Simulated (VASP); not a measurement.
# Si3N in VASP: notebook

Runs on Si3N. Level: PBE+D3(BJ). Tasks: single point.

All numbers are computed with VASP 6.6.1; they aren't measurements. Logs are shortened: lines on timing, memory, paths and dates and some standing lists are left out, and cuts for length are marked.

### 1 The cell of the first run

The cell holds a slab with vacuum, 8 atoms: a = 3.833 Å, b = 5.421 Å, c = 22.488 Å, α = 90.00°, β = 90.00°, γ = 90.00°.

### 2 Single point, PBE+D3(BJ)

INCAR

```
SYSTEM = Si3N
  ALGO = Normal
  DIPOL = 0.5 0.5 0.321
  EDIFF = 1E-6
  ENCUT = 520
  GGA = PE
  IDIPOL = 3
  ISIF = 2
  ISMEAR = 0
  IVDW = 12
  LASPH = .True.
  LCHARG = .True.
  LDIPOL = .True.
  LELF = .True.
  LREAL = .False.
  LVACPOTAV = .True.
  LVHAR = .True.
  LWAVE = .False.
  NBANDS = 27
  NELM = 100
  PREC = Accurate
  SIGMA = 0.05
```

KPOINTS

```
k-points
0
Gamma
  7 5 1
  0 0 0
```

POSCAR

```
Si3N
1.0
    3.8333442755      0.0000000000      0.0000000000
    0.0000000000      5.4211674636      0.0000000000
    0.0000000000      0.0000000000     22.4877586337
Si N
6 2
Direct
    0.5000000000      0.0000000000      0.1778745523
    0.0000000000      0.2500000000      0.1778745523
    0.0000000000      0.5038839981      0.2608672216
    0.5000000000      0.7461160019      0.2608672216
    0.5000000000      0.0086033066      0.3418641564
    0.0000000000      0.2413966934      0.3418641564
    1.0000000000      0.8419366399      0.4797169344
    1.0000000000      0.8419366399      0.5286324363
```

Potentials or basis: VASP PAW PBE potentials, release 64 (Si, N).

Launch:

```sh
$ cat potpaw_PBE.64/Si/POTCAR potpaw_PBE.64/N/POTCAR > POTCAR
$ mpirun -np 1 vasp_std > vasp.out
```

OUTCAR:

```text
SYSTEM = Si3N
   EDIFF = 1E-6
   ENCUT = 520
   GGA = PE
   ISIF = 2
   ISMEAR = 0
   IVDW = 12
   LASPH = .True.
   LREAL = .False.
   NELM = 100
   PREC = Accurate
 IVDW          = 12

 ion  position               nearest neighbor table
   1  0.500  0.000  0.178-   4 2.32   2 2.35   2 2.35
   2  0.000  0.250  0.178-   3 2.32   1 2.35   1 2.35
   3  0.000  0.504  0.261-   6 2.31   2 2.32   4 2.32   4 2.32
   4  0.500  0.746  0.261-   5 2.31   1 2.32   3 2.32   3 2.32
   5  0.500  0.009  0.342-   6 2.29   6 2.29   4 2.31
   6  0.000  0.241  0.342-   5 2.29   5 2.29   3 2.31
   7  0.000  0.842  0.480-   8 1.10
   8  0.000  0.842  0.529-   7 1.10

  LATTYP: Found a simple orthorhombic cell.
 ALAT       =     3.8333442755
 B/A-ratio  =     1.4142135624
 C/A-ratio  =     5.8663550721

  Lattice vectors:

 A1 = (   3.8333442755,   0.0000000000,   0.0000000000)
 A2 = (   0.0000000000,   5.4211674636,   0.0000000000)
 A3 = (   0.0000000000,   0.0000000000,  22.4877586337)

Analysis of symmetry for initial positions (statically):
=====================================================================
 Subroutine PRICEL returns:
 Original cell was already a primitive cell.

 Routine SETGRP: Setting up the symmetry group for a
 simple orthorhombic supercell.

 Subroutine GETGRP returns: Found  2 space group operations
 (whereof  2 operations were pure point group operations)
 out of a pool of  8 trial point group operations.

The static configuration has the point symmetry C_1h.

Analysis of symmetry for dynamics (positions and initial velocities):
=====================================================================
 Subroutine PRICEL returns:
 Original cell was already a primitive cell.

 Routine SETGRP: Setting up the symmetry group for a
 simple orthorhombic supercell.

 Subroutine GETGRP returns: Found  2 space group operations
 (whereof  2 operations were pure point group operations)
 out of a pool of  8 trial point group operations.

The dynamic configuration has the point symmetry C_1h.

 Subroutine INISYM returns: Found  2 space group operations
 (whereof  2 operations are pure point group operations),
 and found     1 'primitive' translations

----------------------------------------------------------------------------------------

                                     Primitive cell

  volume of cell :     467.3226

  direct lattice vectors                    reciprocal lattice vectors
     3.833344276  0.000000000  0.000000000     0.260868821  0.000000000  0.000000000
     0.000000000  5.421167464  0.000000000     0.000000000  0.184462112  0.000000000
     0.000000000  0.000000000 22.487758634     0.000000000  0.000000000  0.044468638

  length of vectors
     3.833344276  5.421167464 22.487758634     0.260868821  0.184462112  0.044468638

  position of ions in fractional coordinates (direct lattice)
     0.500000000  0.000000000  0.177874552
     0.000000000  0.250000000  0.177874552
     0.000000000  0.503883998  0.260867222
     0.500000000  0.746116002  0.260867222
     0.500000000  0.008603307  0.341864156
     0.000000000  0.241396693  0.341864156
     0.000000000  0.841936640  0.479716934
     0.000000000  0.841936640  0.528632436

  ion indices of the primitive-cell ions
   primitive index   ion index
                 1           1
                 2           2
                 3           3
                 4           4
                 5           5
                 6           6
                 7           7
                 8           8

----------------------------------------------------------------------------------------

 KPOINTS: k-points

Automatic generation of k-mesh.
 Grid dimensions read from file:
 generate k-points for:    7    5    1

 Generating k-lattice:

  Cartesian coordinates                     Fractional coordinates (reciprocal lattice)
     0.037266974  0.000000000  0.000000000     0.142857143  0.000000000  0.000000000
     0.000000000  0.036892422  0.000000000     0.000000000  0.200000000  0.000000000
     0.000000000  0.000000000  0.044468638     0.000000000  0.000000000  1.000000000

  Length of vectors
     0.037266974  0.036892422  0.044468638

  Shift w.r.t. Gamma in fractional coordinates (k-lattice)
     0.000000000  0.000000000  0.000000000

 Subroutine IBZKPT returns following result:
 ===========================================

 Found     12 irreducible k-points:

 Following reciprocal coordinates:
            Coordinates               Weight
  0.000000  0.000000  0.000000      1.000000
  0.142857  0.000000  0.000000      2.000000
  0.285714  0.000000  0.000000      2.000000
  0.428571  0.000000  0.000000      2.000000
  0.000000  0.200000  0.000000      2.000000
  0.142857  0.200000  0.000000      4.000000
  0.285714  0.200000  0.000000      4.000000
  0.428571  0.200000  0.000000      4.000000
  0.000000  0.400000  0.000000      2.000000
  0.142857  0.400000  0.000000      4.000000
  0.285714  0.400000  0.000000      4.000000
  0.428571  0.400000  0.000000      4.000000
   k-points           NKPTS =     12   k-points in BZ     NKDIM =     12   number of bands    NBANDS=     27
   number of dos      NEDOS =    301   number of ions     NIONS =      8
   total plane-waves  NPLWV = 201600
   dimension x,y,z NGX =    30 NGY =   40 NGZ =  168
   dimension x,y,z NGXF=    60 NGYF=   80 NGZF=  336
   ions per type =               6   2
   NGX,Y,Z   is equivalent  to a cutoff of  13.01, 12.27, 12.42 a.u.
   NGXF,Y,Z  is equivalent  to a cutoff of  26.02, 24.53, 24.84 a.u.
 SYSTEM =  Si3N
   PREC   = accura    normal or accurate (medium, high low for compatibility)
   ISTART =      0    job   : 0-new  1-cont  2-samecut
   ICHARG =      2    charge: 1-file 2-atom 10-const
   ISPIN  =      1    spin polarized calculation?
   LNONCOLLINEAR =      F non collinear calculations
   LSORBIT =      F    spin-orbit coupling
   LASPH  =      T    aspherical Exc in radial PAW
   ENCUT  =  520.0 eV  38.22 Ry    6.18 a.u.   7.13 10.08 41.81*2*pi/ulx,y,z
   NELM   =    100;   NELMIN=  2; NELMDL= -5     # of ELM steps
   EDIFF  = 0.1E-05   stopping-criterion for ELM
   LREAL  =      F    real-space projection
   EDIFFG = 0.1E-04   stopping-criterion for IOM
   NSW    =      0    number of steps for IOM
   IBRION =     -1    ionic relax: 0-MD 1-quasi-New 2-CG
   NFREE  =      0    steps in history (QN), initial steepest desc. (CG)
   ISIF   =      2    stress and relaxation
   ISYM   =      2    0-nonsym 1-usesym 2-fastsym
   POTIM  = 0.5000    time-step for ionic-motion
   TEBEG  =    0.0;   TEEND  =   0.0 temperature during run
   PSTRESS=    0.0 pullay stress
   NELECT =      34.0000    total number of electrons
   NUPDOWN=      -1.0000    fix difference up-down
   EMIN   =  10.00;   EMAX   =-10.00  energy-range for DOS
   EFERMI =   0.00;   METHOD = LEGACY
   ISMEAR =     0;   SIGMA  =   0.05  broadening in eV -4-tet -1-fermi 0-gaus
   EFERMI_NEDOS =   21; number of points for ismear=-14 and -15
   IALGO  =     38    algorithm
   IMIX   =      4    mixing-type and parameters
     AMIX     =   0.40;   BMIX     =  1.00
     AMIX_MAG =   1.60;   BMIX_MAG =  1.00
  volume/ion in A,a.u.               =      58.42       394.21
  Fermi-wavevector in a.u.,A,eV,Ry     =   0.683432  1.291500  6.355006  0.467080
  Thomas-Fermi vector in A             =   1.762794
   LORBIT       =      0    0 simple, 1 ext, 2 COOP (PROOUT), +10 PAW based schemes
   GGA     = PE    functional components
   LHFCALC =     F    Hartree Fock is set to
   AEXX    =    0.0000 exact exchange contribution
   IVDW    =    12    specifies the selected vdW correction
   LEPSILON=     F    determine dielectric tensor
   LRPA    =     F    only Hartree local field effects (RPA)
 non-spin polarized calculation
 Gauss-broadening in eV      SIGMA  =   0.05
  energy-cutoff  :      520.00
  volume of cell :      467.32
 maximum number of plane-waves:     12627
 NGX is ok and might be reduce to    30
   NGX = 15   NGY = 21   NGZ = 83

 dipolmoment           0.000000      0.000000      0.000048 electrons x Angstroem

 number of electron      34.0000000 magnetization

 dipolmoment           0.000000      0.000000     -0.000435 electrons x Angstroem

 Free energy of the ion-electron system (eV)
  ---------------------------------------------------
  ext. energy  EPLUGINS =         0.00000000
  ---------------------------------------------------
  free energy    TOTEN  =       -45.00578466 eV

  energy without entropy =      -44.99859492  energy(sigma->0) =      -45.00218979

 E-fermi :  -1.7348     XC(G=0):  -3.8102

 val. band max:       -1.7492744259   @ k =   0.2857   0.2000   0.0000
 cond. band min:      -1.7253160700   @ k =   0.2857   0.4000   0.0000
 fundamental gap:      0.0239583559
 Fermi energy:        -1.7348044469

 k-point     1 :       0.0000    0.0000    0.0000
  band No.  band energies     occupation
      1     -25.5500      2.00000
      2     -13.1507      2.00000
      3     -11.3122      2.00000
      4     -10.6486      2.00000
      5      -9.8428      2.00000
      6      -8.8142      2.00000
[... 19 lines left out ...]
     26       1.6762      0.00000
     27       2.4791      0.00000

 k-point     2 :       0.1429    0.0000    0.0000
  band No.  band energies     occupation
      1     -25.5467      2.00000
      2     -12.9704      2.00000
      3     -11.1294      2.00000
      4     -10.6290      2.00000
      5      -9.6519      2.00000
      6      -8.9199      2.00000
[... 19 lines left out ...]
     26       2.2258      0.00000
     27       2.6145      0.00000

 k-point     3 :       0.2857    0.0000    0.0000
  band No.  band energies     occupation
      1     -25.5394      2.00000
      2     -12.4382      2.00000
      3     -10.6695      2.00000
      4     -10.5008      2.00000
      5      -9.4719      2.00000
      6      -9.0823      2.00000
[... 19 lines left out ...]
     26       2.5768      0.00000
     27       3.2851      0.00000

 k-point     4 :       0.4286    0.0000    0.0000
  band No.  band energies     occupation
      1     -25.5335      2.00000
      2     -11.5874      2.00000
      3     -10.5916      2.00000
      4     -10.5052      2.00000
      5      -9.6588      2.00000
      6      -8.9670      2.00000
[... 19 lines left out ...]
     26       2.8101      0.00000
     27       3.3564      0.00000

 k-point     5 :       0.0000    0.2000    0.0000
  band No.  band energies     occupation
      1     -25.5499      2.00000
      2     -12.9848      2.00000
      3     -11.2608      2.00000
      4     -10.6995      2.00000
      5     -10.6095      2.00000
      6      -8.8191      2.00000
[... 19 lines left out ...]
     26       1.9456      0.00000
     27       2.6584      0.00000

 k-point     6 :       0.1429    0.2000    0.0000
  band No.  band energies     occupation
      1     -25.5466      2.00000
      2     -12.8064      2.00000
      3     -11.0795      2.00000
      4     -10.6358      2.00000
      5     -10.5068      2.00000
      6      -8.8098      2.00000
[... 84 lines left out ...]
      1     -25.5498      2.00000
      2     -12.4957      2.00000
      3     -11.7096      2.00000
      4     -11.1340      2.00000
      5     -10.6403      2.00000
      6      -8.8318      2.00000
[... 19 lines left out ...]
     26       2.6097      0.00000
     27       2.6659      0.00000

 k-point    10 :       0.1429    0.4000    0.0000
  band No.  band energies     occupation
      1     -25.5466      2.00000
      2     -12.3235      2.00000
      3     -11.5484      2.00000
      4     -10.9545      2.00000
      5     -10.6209      2.00000
      6      -8.8218      2.00000
[... 19 lines left out ...]
     26       2.4251      0.00000
     27       2.7154      0.00000

 k-point    11 :       0.2857    0.4000    0.0000
  band No.  band energies     occupation
      1     -25.5393      2.00000
      2     -11.8272      2.00000
      3     -11.1116      2.00000
      4     -10.6210      2.00000
      5     -10.3769      2.00000
      6      -8.8512      2.00000
[... 19 lines left out ...]
     26       2.8935      0.00000
     27       3.5584      0.00000

 k-point    12 :       0.4286    0.4000    0.0000
  band No.  band energies     occupation
      1     -25.5334      2.00000
      2     -11.1165      2.00000
      3     -10.7149      2.00000
      4     -10.5803      2.00000
      5      -9.5241      2.00000
      6      -8.9642      2.00000
[... 19 lines left out ...]
     26       2.7167      0.00000
     27       3.2190      0.00000

------------------------ aborting loop because EDIFF is reached ----------------------------------------

 Edisp (eV)   -1.63751

 E8    (eV) :    -0.6939

  FORCE on cell =-STRESS in cart. coord.  units (eV):
  Direction    XX          YY          ZZ          XY          YZ          ZX
  --------------------------------------------------------------------------------------
  -------------------------------------------------------------------------------------
  Total       0.13374     0.18450     2.73719     0.00000    -0.02701     0.00000
  in kB       0.45852     0.63254     9.38422     0.00000    -0.09259     0.00000
  external pressure =        3.49 kB  Pullay stress =        0.00 kB

 VOLUME and BASIS-vectors are now :
 -----------------------------------------------------------------------------
  energy-cutoff  :      520.00
  volume of cell :      467.32
      direct lattice vectors                 reciprocal lattice vectors
     3.833344276  0.000000000  0.000000000     0.260868821  0.000000000  0.000000000
     0.000000000  5.421167464  0.000000000     0.000000000  0.184462112  0.000000000
     0.000000000  0.000000000 22.487758634     0.000000000  0.000000000  0.044468638

 POSITION                                       TOTAL-FORCE (eV/Angst)
 -----------------------------------------------------------------------------------
      1.91667      0.00000      4.00000         0.000000      0.552313     -0.044880
      0.00000      1.35529      4.00000         0.000000     -0.549907     -0.063064
      0.00000      2.73164      5.86632         0.000000     -0.092225      0.011426
      1.91667      4.04482      5.86632         0.000000      0.067840     -0.006376
      1.91667      0.04664      7.68776         0.000000      0.038154      0.025316
      0.00000      1.30865      7.68776         0.000000      0.006206      0.063169
      0.00000      4.56428     10.78776         0.000000     -0.027787     -2.175314
      0.00000      4.56428     11.88776         0.000000      0.005407      2.189724
 -----------------------------------------------------------------------------------
    total drift:                                0.000000     -0.000165     -0.000517

  FREE ENERGIE OF THE ION-ELECTRON SYSTEM (eV)
  ---------------------------------------------------
  free  energy   TOTEN  =       -46.6432913409 eV

  energy  without entropy=      -46.6361016017  energy(sigma->0) =      -46.63969647

 vacuum level on the upper side and lower side of the slab         3.095         3.099
```

Wall time 4.4 min (1 thread of Intel Xeon Platinum 8259CL at 2.50GHz (Skylake/Cascade Lake), shared host); peak memory 0.54 GiB.

What came out:

```
Free energy                : -46.6433 eV
Largest force              : 2.190 eV/Å
Band gap on the k mesh     : zero (band 17 reaches -1.55 eV, above the bottom of band 18 at -1.82 eV)
Dispersion energy per atom : -0.205 eV
```

Forces on the atoms (eV/Å):
```
Si   0.000  0.552 -0.045
Si   0.000 -0.550 -0.063
Si   0.000 -0.092  0.011
Si   0.000  0.068 -0.006
Si   0.000  0.038  0.025
Si   0.000  0.006  0.063
N    0.000 -0.028 -2.175
N    0.000  0.005  2.190
```

Levels at points of the mesh, in eV from the Fermi level:
```tsv
k point	band 13	band 14	band 15	band 16	band 17	band 18	band 19	band 20	band 21	band 22
(0.00, 0.00, 0.00)	-2.49	-1.21	-0.68	-0.40	-0.30	0.27	1.19	2.09	2.53	2.63
```

Caveat: the standard files for N, O and F lose accuracy on very short bonds.

### 3 Single point, PBE+D3(BJ)

INCAR

```
ALGO = Normal
DIPOL = 0.5 0.5 0.321
EDIFF = 1E-7
ENCUT = 520
GGA = PE
IDIPOL = 3
ISIF = 2
ISMEAR = 0
IVDW = 12
LASPH = True
LCHARG = False
LDIPOL = True
LREAL = False
LWAVE = False
NBANDS = 27
NELM = 60
PREC = Accurate
SIGMA = 0.05
```

KPOINTS

```
k-points
0
Gamma
  7 5 1
```

Changes to POSCAR since step 2:

```diff
@@ -14,3 +14,3 @@
     0.0000000000      0.2413966934      0.3418641564
-    1.0000000000      0.8419366399      0.4797169344
-    1.0000000000      0.8419366399      0.5286324363
+    0.5000000000      0.0086033066      0.4797169344
+    0.5000000000      0.0086033066      0.5286324363
```

Potentials or basis: VASP PAW PBE potentials, release 64 (Si, N).

Launch:

```sh
$ cat potpaw_PBE.64/Si/POTCAR potpaw_PBE.64/N/POTCAR > POTCAR
$ mpirun -np 1 vasp_std > vasp.out
```

It took 3.5 min on 1 thread of Intel Xeon Platinum 8375C at 2.90GHz (Ice Lake), shared host; peak memory 0.53 GiB.

It converged, with:

```yaml
Free_energy: -46.5776 eV
Largest_force: 2.189 eV/Å
Band_gap_on_the_k_mesh: zero (band 17 reaches -1.39 eV, above the bottom of band 18 at -1.68 eV)
Dispersion_energy_per_atom: -0.205 eV
```

Forces on the atoms (eV/Å):
```
Si   0.000  0.563 -0.045
Si   0.000 -0.574 -0.034
Si   0.000 -0.119 -0.005
Si   0.000  0.078 -0.020
Si   0.000 -0.019 -0.201
Si   0.000  0.067  0.096
N    0.000  0.015 -1.979
N    0.000 -0.012  2.189
```

Levels at points of the mesh, in eV from the Fermi level:
| k point | band 14 | band 15 | band 16 | band 17 | band 18 | band 19 | band 20 | band 21 |
| --- | --- | --- | --- | --- | --- | --- | --- | --- |
| (0.00, 0.00, 0.00) | -1.27 | -0.70 | -0.46 | -0.34 | 0.21 | 1.14 | 1.89 | 2.30 |

Caveat: the standard files for N, O and F lose accuracy on very short bonds.
